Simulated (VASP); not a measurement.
# SiNi2 (P6_3/mmc) in VASP: single point with PBEsol

Aim: the single point of SiNi2 with PBEsol.

Everything below comes from runs of VASP 6.6.1. Logs are shortened: lines on timing, memory, paths and dates and some standing lists are left out, and cuts for length are marked.

## (1) The cell of the first run

Symmetry: P6_3/mmc, No. 194, hexagonal system. The conventional cell has a = 3.868 Å, b = 3.868 Å, c = 4.916 Å, α = 90.00°, β = 90.00°, γ = 120.00°. Ni (site symmetry -6m2) has 5 Si at 2.23 to 2.46 Å and 6 Ni at 2.55 Å within 3.0 Å. Ni (site symmetry -3m) has 8 Ni at 2.46 to 2.55 Å and 6 Si at 2.55 Å within 3.2 Å. Within 3.0 Å of Si (site symmetry -6m2) lie 11 Ni at 2.23 to 2.55 Å.

## (2) Single point, PBEsol

File INCAR:

```
PREC = Accurate
ENCUT = 600
EDIFF = 1E-6
ISMEAR = 0
SIGMA = 0.1
LREAL = False
LASPH = True
NELM = 120
ALGO = Normal
ISIF = 2
LWAVE = False
LCHARG = True
GGA = PS
LELF = True
LVHAR = True
NBANDS = 60
GGA_COMPAT = False
```

File KPOINTS:

```
Automatic mesh
0
Gamma
  10 8 6
```

File POSCAR:

```
SiNi2
1.0
   -1.9342468836      3.3502138768      0.0000000000
    0.0000000000      0.0000000000      4.9163649101
    5.8027406509      3.3502138768      0.0000000000
Ni Si
8 4
Direct
    1.0000000000      0.2500000000      0.3333333333
    0.5000000000      0.2500000000      0.8333333333
    0.5000000000      0.7500000000      0.1666666667
    1.0000000000      0.7500000000      0.6666666667
    0.5000000000      0.0000000000      0.5000000000
    0.0000000000      0.0000000000      0.0000000000
    0.5000000000      0.5000000000      0.5000000000
    0.0000000000      0.5000000000      0.0000000000
    1.0000000000      0.7500000000      0.3333333333
    0.5000000000      0.7500000000      0.8333333333
    0.5000000000      0.2500000000      0.1666666667
    1.0000000000      0.2500000000      0.6666666667
```

Potentials or basis: VASP PAW PBE potentials, release 64 (Ni, Si).

On the command line:

```bash
$ cat potpaw_PBE.64/Ni/POTCAR potpaw_PBE.64/Si/POTCAR > POTCAR
$ mpirun -np 1 vasp_std > vasp.out
```

OUTCAR:

```text
PREC = Accurate
   ENCUT = 600
   EDIFF = 1E-6
   ISMEAR = 0
   LREAL = False
   LASPH = True
   NELM = 120
   ISIF = 2
   GGA = PS

 ion  position               nearest neighbor table
   1  0.000  0.250  0.333-  11 2.23  11 2.23  12 2.23   9 2.46   9 2.46   8 2.55   6 2.55   5 2.55
                             7 2.55   7 2.55   5 2.55
   2  0.500  0.250  0.833-  12 2.23  12 2.23  11 2.23  10 2.46  10 2.46   7 2.55   5 2.55   8 2.55
                             6 2.55   8 2.55   6 2.55
   3  0.500  0.750  0.167-   9 2.23   9 2.23  10 2.23  11 2.46  11 2.46   7 2.55   5 2.55   8 2.55
                             6 2.55   8 2.55   6 2.55
   4  0.000  0.750  0.667-  10 2.23  10 2.23   9 2.23  12 2.46  12 2.46   8 2.55   6 2.55   7 2.55
                             5 2.55   5 2.55   7 2.55
   5  0.500  0.000  0.500-   7 2.46   7 2.46   2 2.55  10 2.55  11 2.55   3 2.55  12 2.55   4 2.55
                             1 2.55   9 2.55   1 2.55   4 2.55   9 2.55  12 2.55
   6  0.000  0.000  0.000-   8 2.46   8 2.46   1 2.55   9 2.55  12 2.55   4 2.55   3 2.55  11 2.55
                             2 2.55  10 2.55  10 2.55   3 2.55   2 2.55  11 2.55
   7  0.500  0.500  0.500-   5 2.46   5 2.46   2 2.55  10 2.55  11 2.55   3 2.55  12 2.55   4 2.55
                             1 2.55   9 2.55   1 2.55   4 2.55   9 2.55  12 2.55
   8  0.000  0.500  0.000-   6 2.46   6 2.46   1 2.55   9 2.55  12 2.55   4 2.55   3 2.55  11 2.55
                             2 2.55  10 2.55  10 2.55   3 2.55   2 2.55  11 2.55
   9  0.000  0.750  0.333-   3 2.23   3 2.23   4 2.23   1 2.46   1 2.46   6 2.55   8 2.55   7 2.55
                             5 2.55   5 2.55   7 2.55
  10  0.500  0.750  0.833-   4 2.23   4 2.23   3 2.23   2 2.46   2 2.46   5 2.55   7 2.55   6 2.55
                             8 2.55   6 2.55   8 2.55
  11  0.500  0.250  0.167-   1 2.23   1 2.23   2 2.23   3 2.46   3 2.46   5 2.55   7 2.55   6 2.55
                             8 2.55   6 2.55   8 2.55
  12  0.000  0.250  0.667-   2 2.23   2 2.23   1 2.23   4 2.46   4 2.46   6 2.55   8 2.55   5 2.55
                             7 2.55   7 2.55   5 2.55

  LATTYP: Found a simple orthorhombic cell.
 ALAT       =     3.8684937672
 B/A-ratio  =     1.2708731630
 C/A-ratio  =     1.7320508076

  Lattice vectors:

 A1 = (  -1.9342468836,   3.3502138768,   0.0000000000)
 A2 = (   0.0000000000,   0.0000000000,   4.9163649101)
 A3 = (   5.8027406509,   3.3502138768,   0.0000000000)

Analysis of symmetry for initial positions (statically):
=====================================================================
 Subroutine PRICEL returns following result:

  LATTYP: Found a hexagonal cell.
 ALAT       =     3.8684937672
 C/A-ratio  =     1.2708731630

  Lattice vectors:

 A1 = (   1.9342468836,   3.3502138768,   0.0000000000)
[... 159 lines left out ...]
   NUPDOWN=      -1.0000    fix difference up-down
   EMIN   =  10.00;   EMAX   =-10.00  energy-range for DOS
   EFERMI =   0.00;   METHOD = LEGACY
   ISMEAR =     0;   SIGMA  =   0.10  broadening in eV -4-tet -1-fermi 0-gaus
   EFERMI_NEDOS =   21; number of points for ismear=-14 and -15
   IALGO  =     38    algorithm
   IMIX   =      4    mixing-type and parameters
     AMIX     =   0.40;   BMIX     =  1.00
     AMIX_MAG =   1.60;   BMIX_MAG =  1.00
  volume/ion in A,a.u.               =      10.62        71.66
  Fermi-wavevector in a.u.,A,eV,Ry     =   1.489598  2.814932 30.189995  2.218902
  Thomas-Fermi vector in A             =   2.602486
   LORBIT       =      0    0 simple, 1 ext, 2 COOP (PROOUT), +10 PAW based schemes
   GGA     = PS    functional components
   LHFCALC =     F    Hartree Fock is set to
   AEXX    =    0.0000 exact exchange contribution
   IVDW    =     0    specifies the selected vdW correction
   LEPSILON=     F    determine dielectric tensor
   LRPA    =     F    only Hartree local field effects (RPA)
 non-spin polarized calculation
 Gauss-broadening in eV      SIGMA  =   0.10
  energy-cutoff  :      600.00
  volume of cell :      127.43
 maximum number of plane-waves:      4287
 NGX is ok and might be reduce to    32
   NGX = 15   NGY = 19   NGZ = 27

 number of electron      95.9999958 magnetization

 Free energy of the ion-electron system (eV)
  ---------------------------------------------------
  ext. energy  EPLUGINS =         0.00000000
  ---------------------------------------------------
  free energy    TOTEN  =       -79.12666388 eV

  energy without entropy =      -79.09524051  energy(sigma->0) =      -79.11095220

 E-fermi :  11.4023     XC(G=0): -13.2183

 val. band max:       11.4014727018   @ k =   0.1000   0.0000   0.3333
 cond. band min:      11.4031541717   @ k =   0.4000   0.1250   0.0000
 fundamental gap:      0.0016814699
 Fermi energy:        11.4022990920

 k-point     1 :       0.0000    0.0000    0.0000
  band No.  band energies     occupation
      1      -1.3965      2.00000
      2       1.2020      2.00000
      3       1.9813      2.00000
      4       3.1221      2.00000
      5       4.4515      2.00000
      6       4.8119      2.00000
[... 1501 lines left out ...]
     59      17.7053      0.00000
     60      17.7054      0.00000

 [... further k-points ...]
[... 5 lines left out ...]
  --------------------------------------------------------------------------------------
  -------------------------------------------------------------------------------------
  Total        0.1561811      0.1508262      0.0324783      0.0046375      0.0000000      0.0000000
  in kB        1.9635893      1.8962647      0.4083332      0.0583048      0.0000000      0.0000000
  external PRESSURE =       1.4227291 kB  Pullay stress =       0.0000000 kB

 VOLUME and BASIS-vectors are now :
 -----------------------------------------------------------------------------
  energy-cutoff  :      600.00
  volume of cell :      127.43
      direct lattice vectors                 reciprocal lattice vectors
    -1.934246884  3.350213877  0.000000000    -0.129249271  0.223866305  0.000000000
     0.000000000  0.000000000  4.916364910     0.000000000  0.000000000  0.203402314
     5.802740651  3.350213877  0.000000000     0.129249271  0.074622102  0.000000000

 POSITION                                       TOTAL-FORCE (eV/Angst)
 -----------------------------------------------------------------------------------
      1.93425      1.11674      1.22909        -0.000348     -0.000201     -0.000000
      3.86849      4.46695      1.22909        -0.000348     -0.000201     -0.000000
      0.00000      2.23348      3.68727         0.000348      0.000201     -0.000000
      3.86849      2.23348      3.68727         0.000348      0.000201     -0.000000
      1.93425      3.35021      0.00000         0.000000      0.000000      0.000000
      0.00000      0.00000      0.00000         0.000000      0.000000      0.000000
      1.93425      3.35021      2.45818         0.000000      0.000000      0.000000
      0.00000      0.00000      2.45818         0.000000      0.000000      0.000000
      1.93425      1.11674      3.68727        -0.000786     -0.000454     -0.000000
      3.86849      4.46695      3.68727        -0.000786     -0.000454     -0.000000
      0.00000      2.23348      1.22909         0.000786      0.000454      0.000000
      3.86849      2.23348      1.22909         0.000786      0.000454      0.000000
 -----------------------------------------------------------------------------------
    total drift:                                0.000000      0.000000      0.000000

  FREE ENERGIE OF THE ION-ELECTRON SYSTEM (eV)
  ---------------------------------------------------
  free  energy   TOTEN  =       -79.1266638838 eV

  energy  without entropy=      -79.0952405128  energy(sigma->0) =      -79.11095220
```

stdout:

```text
POSCAR found type information on POSCAR NiSi
 POSCAR found :  2 types and      12 ions
 scaLAPACK will be used
 -----------------------------------------------------------------------------
|                                                                             |
|                                                                             |
|     You enforced a specific xc type in the INCAR file but a different       |
|     I HOPE YOU KNOW WHAT YOU ARE DOING!                                     |
|                                                                             |
 -----------------------------------------------------------------------------

 LDA part: xc-table for (Slater+PW92), standard interpolation
 POSCAR, INCAR and KPOINTS ok, starting setup
 FFT: planning ... GRIDC
 FFT: planning ... GRID_SOFT
 FFT: planning ... GRID
 WAVECAR not read
 entering main loop
```

Run time: 40 min. Hardware: 1 thread of Intel Xeon 8259CL, shared host; peak memory 0.81 GiB.

Results:

```
Free energy            : -79.1267 eV
Pressure               : 0.1 GPa
Band gap on the k mesh : zero (bands 48 and 49 overlap by 2.31 eV)
```

Caveat: the PAW data sets were made with another functional, which shifts forces and pressure a little.
